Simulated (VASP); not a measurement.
# Rb (Fd-3m) in VASP: further runs

Rb is run at these levels: PBEsol; tasks: single point.

Program: VASP 6.6.1. These are calculated values, not measurements. Logs are shortened: lines on timing, memory, paths and dates and some standing lists are left out, and cuts for length are marked.

## (1) The cell of the first run

The structure is cubic, space group Fd-3m (No. 227). The conventional cell has a = 7.467 Å, b = 7.467 Å, c = 7.467 Å, α = 90.00°, β = 90.00°, γ = 90.00°. Rb (site symmetry -43m) has 4 Rb at 3.23 Å within 4.3 Å.

This isn't the form of Rb at room conditions, which is bcc.

## (2) Single point, PBEsol (52.05 Å³/atom)

The input, INCAR:

```
PREC = Accurate
ENCUT = 520
EDIFF = 1E-6
ISMEAR = -1
SIGMA = 0.05
LREAL = F
LASPH = T
NELM = 80
ALGO = Normal
ISIF = 2
LWAVE = F
LCHARG = T
GGA = PS
LELF = T
LVHAR = T
NBANDS = 16
```

The input, KPOINTS:

```
Automatic mesh
0
Gamma
  8 8 8
```

The input, POSCAR:

```
Rb
1.0
    0.0000000000      3.7337249063      3.7337249063
    3.7337249063      0.0000000000      3.7337249063
    3.7337249063      3.7337249063      0.0000000000
Rb
2
Direct
   -0.1250000000     -0.1250000000     -0.1250000000
    0.1250000000      0.1250000000      0.1250000000
```

Potentials or basis: VASP PAW PBE potentials, release 64 (Rb_sv).

The run is started by

```console
> cat potpaw_PBE.64/Rb_sv/POTCAR > POTCAR
> mpirun -np 1 vasp_std > vasp.out
```

OUTCAR:

```text
PREC = Accurate
   ENCUT = 520
   EDIFF = 1E-6
   ISMEAR = -1
   LREAL = F
   LASPH = T
   NELM = 80
   ISIF = 2
   GGA = PS

 ion  position               nearest neighbor table
   1  0.875  0.875  0.875-   2 3.23   2 3.23   2 3.23   2 3.23
   2  0.125  0.125  0.125-   1 3.23   1 3.23   1 3.23   1 3.23

  LATTYP: Found a face centered cubic cell.
 ALAT       =     7.4674498126

  Lattice vectors:

 A1 = (   0.0000000000,   3.7337249063,   3.7337249063)
 A2 = (   3.7337249063,   0.0000000000,   3.7337249063)
 A3 = (   3.7337249063,   3.7337249063,   0.0000000000)

Analysis of symmetry for initial positions (statically):
=====================================================================
 Subroutine PRICEL returns:
 Original cell was already a primitive cell.

 Routine SETGRP: Setting up the symmetry group for a
 face centered cubic supercell.

 Subroutine GETGRP returns: Found 48 space group operations
 (whereof 12 operations were pure point group operations)
 out of a pool of 48 trial point group operations.

The static configuration has the point symmetry D_3d.
 The point group associated with its full space group is O_h .

Analysis of symmetry for dynamics (positions and initial velocities):
=====================================================================
 Subroutine PRICEL returns:
 Original cell was already a primitive cell.

 Routine SETGRP: Setting up the symmetry group for a
 face centered cubic supercell.

 Subroutine GETGRP returns: Found 48 space group operations
 (whereof 12 operations were pure point group operations)
 out of a pool of 48 trial point group operations.

The dynamic configuration has the point symmetry D_3d.
 The point group associated with its full space group is O_h .

 Subroutine INISYM returns: Found 48 space group operations
 (whereof 12 operations are pure point group operations),
 and found     1 'primitive' translations

----------------------------------------------------------------------------------------

                                     Primitive cell

  volume of cell :     104.1015

  direct lattice vectors                    reciprocal lattice vectors
     0.000000000  3.733724906  3.733724906    -0.133914526  0.133914526  0.133914526
     3.733724906  0.000000000  3.733724906     0.133914526 -0.133914526  0.133914526
     3.733724906  3.733724906  0.000000000     0.133914526  0.133914526 -0.133914526

  length of vectors
     5.280284401  5.280284401  5.280284401     0.231946762  0.231946762  0.231946762

  position of ions in fractional coordinates (direct lattice)
     0.875000000  0.875000000  0.875000000
     0.125000000  0.125000000  0.125000000

  ion indices of the primitive-cell ions
   primitive index   ion index
                 1           1
                 2           2

----------------------------------------------------------------------------------------

 KPOINTS: Automatic mesh

Automatic generation of k-mesh.
 Grid dimensions read from file:
 generate k-points for:    8    8    8

 Generating k-lattice:

  Cartesian coordinates                     Fractional coordinates (reciprocal lattice)
    -0.016739316  0.016739316  0.016739316     0.125000000  0.000000000  0.000000000
     0.016739316 -0.016739316  0.016739316     0.000000000  0.125000000  0.000000000
     0.016739316  0.016739316 -0.016739316     0.000000000  0.000000000  0.125000000

  Length of vectors
     0.028993345  0.028993345  0.028993345

  Shift w.r.t. Gamma in fractional coordinates (k-lattice)
     0.000000000  0.000000000  0.000000000

 Subroutine IBZKPT returns following result:
 ===========================================

 Found     29 irreducible k-points:

 Following reciprocal coordinates:
            Coordinates               Weight
  0.000000  0.000000  0.000000      1.000000
  0.125000  0.000000  0.000000      8.000000
  0.250000  0.000000  0.000000      8.000000
  0.375000  0.000000  0.000000      8.000000
  0.500000  0.000000  0.000000      4.000000
  0.125000  0.125000  0.000000      6.000000
[... 16 lines left out ...]
  0.500000  0.250000  0.125000     48.000000
 -0.375000  0.250000  0.125000     24.000000
 [... further k-points ...]
   k-points           NKPTS =     29   k-points in BZ     NKDIM =     29   number of bands    NBANDS=     16
   number of dos      NEDOS =    301   number of ions     NIONS =      2
   total plane-waves  NPLWV =  64000
   dimension x,y,z NGX =    40 NGY =   40 NGZ =   40
   dimension x,y,z NGXF=    80 NGYF=   80 NGZF=   80
   ions per type =               2
   NGX,Y,Z   is equivalent  to a cutoff of  12.59, 12.59, 12.59 a.u.
   NGXF,Y,Z  is equivalent  to a cutoff of  25.19, 25.19, 25.19 a.u.
 SYSTEM =  unknown system
   PREC   = accura    normal or accurate (medium, high low for compatibility)
   ISTART =      0    job   : 0-new  1-cont  2-samecut
   ICHARG =      2    charge: 1-file 2-atom 10-const
   ISPIN  =      1    spin polarized calculation?
   LNONCOLLINEAR =      F non collinear calculations
   LSORBIT =      F    spin-orbit coupling
   LASPH  =      T    aspherical Exc in radial PAW
   ENCUT  =  520.0 eV  38.22 Ry    6.18 a.u.   9.82  9.82  9.82*2*pi/ulx,y,z
   NELM   =     80;   NELMIN=  2; NELMDL= -5     # of ELM steps
   EDIFF  = 0.1E-05   stopping-criterion for ELM
   LREAL  =      F    real-space projection
   EDIFFG = 0.1E-04   stopping-criterion for IOM
   NSW    =      0    number of steps for IOM
   IBRION =     -1    ionic relax: 0-MD 1-quasi-New 2-CG
   NFREE  =      0    steps in history (QN), initial steepest desc. (CG)
   ISIF   =      2    stress and relaxation
   ISYM   =      2    0-nonsym 1-usesym 2-fastsym
   POTIM  = 0.5000    time-step for ionic-motion
   TEBEG  =    0.0;   TEEND  =   0.0 temperature during run
   PSTRESS=    0.0 pullay stress
   NELECT =      18.0000    total number of electrons
   NUPDOWN=      -1.0000    fix difference up-down
   EMIN   =  10.00;   EMAX   =-10.00  energy-range for DOS
   EFERMI =   0.00;   METHOD = LEGACY
   ISMEAR =    -1;   SIGMA  =   0.05  broadening in eV -4-tet -1-fermi 0-gaus
   EFERMI_NEDOS =   21; number of points for ismear=-14 and -15
   IALGO  =     38    algorithm
   IMIX   =      4    mixing-type and parameters
     AMIX     =   0.40;   BMIX     =  1.00
     AMIX_MAG =   1.60;   BMIX_MAG =  1.00
  volume/ion in A,a.u.               =      52.05       351.26
  Fermi-wavevector in a.u.,A,eV,Ry     =   0.912039  1.723504 11.317529  0.831815
  Thomas-Fermi vector in A             =   2.036388
   LORBIT       =      0    0 simple, 1 ext, 2 COOP (PROOUT), +10 PAW based schemes
   GGA     = PS    functional components
   LHFCALC =     F    Hartree Fock is set to
   AEXX    =    0.0000 exact exchange contribution
   IVDW    =     0    specifies the selected vdW correction
   LEPSILON=     F    determine dielectric tensor
   LRPA    =     F    only Hartree local field effects (RPA)
 non-spin polarized calculation
  energy-cutoff  :      520.00
  volume of cell :      104.10
 maximum number of plane-waves:      2826
   NGX = 19   NGY = 19   NGZ = 19

 number of electron      18.0000000 magnetization

 Free energy of the ion-electron system (eV)
  ---------------------------------------------------
  ext. energy  EPLUGINS =         0.00000000
  ---------------------------------------------------
  free energy    TOTEN  =        -0.47016165 eV

  energy without entropy =       -0.45323729  energy(sigma->0) =       -0.46169947

 E-fermi :   1.5077     XC(G=0):  -7.1142

 val. band max:        1.5072662522   @ k =  -0.3750   0.5000   0.1250
 cond. band min:       1.5531052440   @ k =  -0.2500   0.5000   0.2500
 fundamental gap:      0.0458389918
 Fermi energy:         1.5076623497

 k-point     1 :       0.0000    0.0000    0.0000
  band No.  band energies     occupation
      1     -28.2881      2.00000
      2     -27.8042      2.00000
      3     -12.6382      2.00000
      4     -12.6382      2.00000
      5     -12.6382      2.00000
      6     -11.7495      2.00000
[... 8 lines left out ...]
     15       5.3432      0.00000
     16       5.3432      0.00000

 k-point     2 :       0.1250    0.0000    0.0000
  band No.  band energies     occupation
      1     -28.2749      2.00000
      2     -27.8184      2.00000
      3     -12.6593      2.00000
      4     -12.6593      2.00000
      5     -12.6469      2.00000
      6     -11.7462      2.00000
[... 8 lines left out ...]
     15       4.8048      0.00000
     16       5.2988      0.00000

 k-point     3 :       0.2500    0.0000    0.0000
  band No.  band energies     occupation
      1     -28.2390      2.00000
      2     -27.8566      2.00000
      3     -12.7062      2.00000
      4     -12.7062      2.00000
      5     -12.6711      2.00000
      6     -11.7334      2.00000
[... 8 lines left out ...]
     15       4.9226      0.00000
     16       5.5172      0.00000

 k-point     4 :       0.3750    0.0000    0.0000
  band No.  band energies     occupation
      1     -28.1940      2.00000
      2     -27.9040      2.00000
      3     -12.7487      2.00000
      4     -12.7487      2.00000
      5     -12.6991      2.00000
      6     -11.7146      2.00000
[... 8 lines left out ...]
     15       4.7154      0.00000
     16       6.2344      0.00000
[... 324 lines left out ...]
 k-point    22 :       0.3750    0.2500    0.1250
  band No.  band energies     occupation
      1     -28.2066      2.00000
      2     -27.8908      2.00000
      3     -12.8185      2.00000
      4     -12.7630      2.00000
      5     -12.5407      2.00000
      6     -11.8702      2.00000
[... 8 lines left out ...]
     15       5.1374      0.00000
     16       5.2131      0.00000

 k-point    23 :       0.5000    0.2500    0.1250
  band No.  band energies     occupation
      1     -28.1613      2.00000
      2     -27.9380      2.00000
      3     -12.8792      2.00000
      4     -12.7999      2.00000
      5     -12.4991      2.00000
      6     -11.9086      2.00000
[... 8 lines left out ...]
     15       5.2876      0.00000
     16       5.6986      0.00000

 k-point    24 :      -0.3750    0.2500    0.1250
  band No.  band energies     occupation
      1     -28.1354      2.00000
      2     -27.9646      2.00000
      3     -12.9013      2.00000
      4     -12.8167      2.00000
      5     -12.4816      2.00000
      6     -11.9235      2.00000
[... 8 lines left out ...]
     15       5.3450      0.00000
     16       6.0770      0.00000

 [... further k-points ...]

------------------------ aborting loop because EDIFF is reached ----------------------------------------

  FORCE on cell =-STRESS in cart. coord.  units (eV):
  Direction    XX          YY          ZZ          XY          YZ          ZX
  --------------------------------------------------------------------------------------
  -------------------------------------------------------------------------------------
  Total        2.5636967      2.5636967      2.5636967     -0.0000000      0.0000000     -0.0000000
  in kB       39.4566566     39.4566566     39.4566566     -0.0000000      0.0000000     -0.0000000
  external PRESSURE =      39.4566566 kB  Pullay stress =       0.0000000 kB

 VOLUME and BASIS-vectors are now :
 -----------------------------------------------------------------------------
  energy-cutoff  :      520.00
  volume of cell :      104.10
      direct lattice vectors                 reciprocal lattice vectors
     0.000000000  3.733724906  3.733724906    -0.133914526  0.133914526  0.133914526
     3.733724906  0.000000000  3.733724906     0.133914526 -0.133914526  0.133914526
     3.733724906  3.733724906  0.000000000     0.133914526  0.133914526 -0.133914526

 POSITION                                       TOTAL-FORCE (eV/Angst)
 -----------------------------------------------------------------------------------
      6.53402      6.53402      6.53402         0.000000     -0.000000     -0.000000
      0.93343      0.93343      0.93343        -0.000000      0.000000      0.000000
 -----------------------------------------------------------------------------------
    total drift:                                0.000000      0.000000     -0.000000

  FREE ENERGIE OF THE ION-ELECTRON SYSTEM (eV)
  ---------------------------------------------------
  free  energy   TOTEN  =        -0.4701616529 eV

  energy  without entropy=       -0.4532372863  energy(sigma->0) =       -0.46169947
```

Run time: 50 s. Hardware: 1 thread of AMD EPYC 9R14 (Zen 4), shared host; peak memory 0.21 GiB.

Results:

* Free energy: -0.4702 eV
* Pressure: 3.9 GPa
* Band gap on the k mesh: zero (bands 9 and 10 overlap by 0.13 eV)

Levels at points of the mesh, in eV from the Fermi level:
```
           k point  band 7  band 8  band 9  band 10  band 11  band 12
(0.00, 0.00, 0.00)  -13.26  -13.26   -2.47     1.99     1.99     2.77
(0.50, 0.00, 0.00)  -13.11  -13.11   -0.23    -0.09     1.59     1.59
(0.50, 0.50, 0.00)  -12.96  -12.96   -0.04    -0.04     2.05     2.05
```

Caveat: the cell stands under pressure; the PAW data sets were made with another functional, which shifts forces and pressure a little.

## (3) Single point, PBEsol (52.05 Å³/atom)

The input, INCAR:

```
SYSTEM = Rb
ALGO     = Normal         ! electronic algorithm
EDIFF    = 1E-6           ! SCF threshold, eV
ENCUT    = 520            ! plane-wave cutoff, eV
GGA      = PS             ! functional
ISIF     = 2              ! what is computed and relaxed
ISMEAR   = -1             ! smearing method
LASPH    = .True.         ! aspherical terms in the spheres
LCHARG   = .False.        ! write CHGCAR
LREAL    = .False.        ! projectors in reciprocal space
LWAVE    = .False.        ! write WAVECAR
NBANDS   = 16             ! bands
NELM     = 100            ! most SCF steps
PREC     = Accurate       ! precision mode
SIGMA    = 0.05           ! smearing width, eV
```

The input, KPOINTS:

```
k-points
0
Gamma
  8 8 8
  0 0 0
```

POSCAR is that of step 2.

Potentials or basis: VASP PAW PBE potentials, release 64 (Rb_sv).

The run is started by

```console
> cat potpaw_PBE.64/Rb_sv/POTCAR > POTCAR
> mpirun -np 1 vasp_std > vasp.out
```

Run time: 47 s. Hardware: 1 thread of AMD EPYC 9R14 (Zen 4), shared host; peak memory 0.21 GiB.

The run converged. Its results:

```yaml
Free_energy: -0.4702 eV
Pressure: 3.9 GPa
Band_gap_on_the_k_mesh: zero (bands 9 and 10 overlap by 0.13 eV)
```

Levels at points of the mesh, in eV from the Fermi level:
| k point | band 6 | band 7 | band 8 | band 9 | band 10 | band 11 | band 12 | band 13 |
| --- | --- | --- | --- | --- | --- | --- | --- | --- |
| (0.00, 0.00, 0.00) | -13.26 | -13.26 | -13.26 | -2.47 | 1.99 | 1.99 | 2.77 | 2.77 |
| (0.50, 0.00, 0.00) | -13.21 | -13.11 | -13.11 | -0.23 | -0.09 | 1.59 | 1.59 | 3.09 |
| (0.50, 0.50, 0.00) | -13.73 | -12.96 | -12.96 | -0.04 | -0.04 | 2.05 | 2.05 | 3.03 |

Caveat: the cell stands under pressure; the PAW data sets were made with another functional, which shifts forces and pressure a little.

## (4) Single point, PBEsol

This run uses another cell than the first one, of 65.06 Å³/atom.

The input, INCAR:

```
SYSTEM = Rb
ALGO = Normal ; EDIFF = 1E-6
ENCUT = 520 ; GGA = PS
ISIF = 2 ; ISMEAR = -1
LASPH = .True. ; LCHARG = .False.
LREAL = .False. ; LWAVE = .False.
NBANDS = 16 ; NELM = 80
PREC = Accurate ; SIGMA = 0.05
```

KPOINTS is that of step 3.

The input, POSCAR:

```
Rb
1.0
    0.0000000000      4.0220332306      4.0220332306
    4.0220332306      0.0000000000      4.0220332306
    4.0220332306      4.0220332306      0.0000000000
Rb
2
Direct
   -0.1250000000     -0.1250000000     -0.1250000000
    0.1250000000      0.1250000000      0.1250000000
```

The run is started by

```console
> cat potpaw_PBE.64/Rb_sv/POTCAR > POTCAR
> mpirun -np 1 vasp_std > vasp.out
```

It took 55 s on 1 thread of AMD EPYC 9R14 (Zen 4), shared host; peak memory 0.22 GiB.

Results (log left out):

```
Free energy            : -0.9448 eV
Pressure               : 2.2 GPa
Band gap on the k mesh : zero (bands 9 and 10 overlap by 0.35 eV)
```

Levels at points of the mesh, in eV from the Fermi level:
| k point | band 5 | band 6 | band 7 | band 8 | band 9 | band 10 | band 11 | band 12 | band 13 | band 14 |
| --- | --- | --- | --- | --- | --- | --- | --- | --- | --- | --- |
| (0.00, 0.00, 0.00) | -13.92 | -13.37 | -13.37 | -13.37 | -2.37 | 2.05 | 2.05 | 2.51 | 2.51 | 2.51 |
| (0.50, 0.00, 0.00) | -13.95 | -13.36 | -13.29 | -13.29 | -0.51 | -0.17 | 1.60 | 1.60 | 2.80 | 2.97 |
| (0.50, 0.50, 0.00) | -13.66 | -13.66 | -13.20 | -13.20 | 0.03 | 0.03 | 1.41 | 1.41 | 2.79 | 2.79 |

Caveat: the PAW data sets were made with another functional, which shifts forces and pressure a little.

(Continued in part 2 of 2.)
